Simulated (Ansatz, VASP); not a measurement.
## BeS, level by level in two programs

```
S Be
1.0
     0.00000    2.39223    2.39223
     2.39223    0.00000    2.39223
     2.39223    2.39223    0.00000
S Be
1 1
Direct
  0.75000 0.75000 0.75000
  0.00000 0.00000 0.00000
```

Single points on this cell with VASP 6.6.1 and Ansatz 0.2.0. Each row is one pair of runs. Alike in all rows: spin: off.

```csv
level,k mesh,smearing,"VASP's potentials, cutoff","Ansatz's potentials, cutoff","gap on the k mesh at the Fermi level (eV), VASP","gap on the k mesh at the Fermi level (eV), Ansatz","least direct gap on the mesh (eV), VASP","least direct gap on the mesh (eV), Ansatz","pressure (GPa), VASP","pressure (GPa), Ansatz"
LDA,9 × 9 × 9,"fermi-dirac, width 0.05 eV","VASP PAW LDA potentials, release 64 (S, Be), 520 eV","Ansatz PAW, 420 eV",2.92,2.91,5.52,5.50,0.8,0.8
r2SCAN,9 × 9 × 9,"fermi-dirac, width 0.05 eV","VASP PAW PBE potentials, release 64 (S, Be), 520 eV","Ansatz PAW, 500 eV",3.58,3.57,6.23,6.20,5.9,5.6
PBE0,5 × 5 × 5,"gaussian, width 0.1 eV","VASP PAW PBE potentials, release 64 (S, Be), 520 eV","Ansatz PAW, 420 eV",5.03,5.01,7.61,7.59,4.5,4.7
HSE06,6 × 6 × 6,"fermi-dirac, width 0.05 eV","VASP PAW PBE potentials, release 64 (S, Be), 520 eV","Ansatz PAW, 420 eV",3.95,3.96,6.84,6.85,4.4,4.6
PBE0,6 × 6 × 6,"fermi-dirac, width 0.05 eV","VASP PAW PBE potentials, release 64 (S, Be), 520 eV","Ansatz PAW, 420 eV",4.68,4.67,7.60,7.59,4.4,4.6
```

Gap on the k mesh at the fermi level (eV): the two programs differ by at most 0.015; least direct gap on the mesh (eV): the two programs differ by at most 0.031; pressure (GPa): the two programs differ by at most 0.3.

The k mesh is coarse in some rows, so the values compare programs but aren't converged. Noted on Ansatz's runs: odd divisions of the mesh miss points on the zone boundary, where band edges often lie, so the gap on the mesh can be too wide.
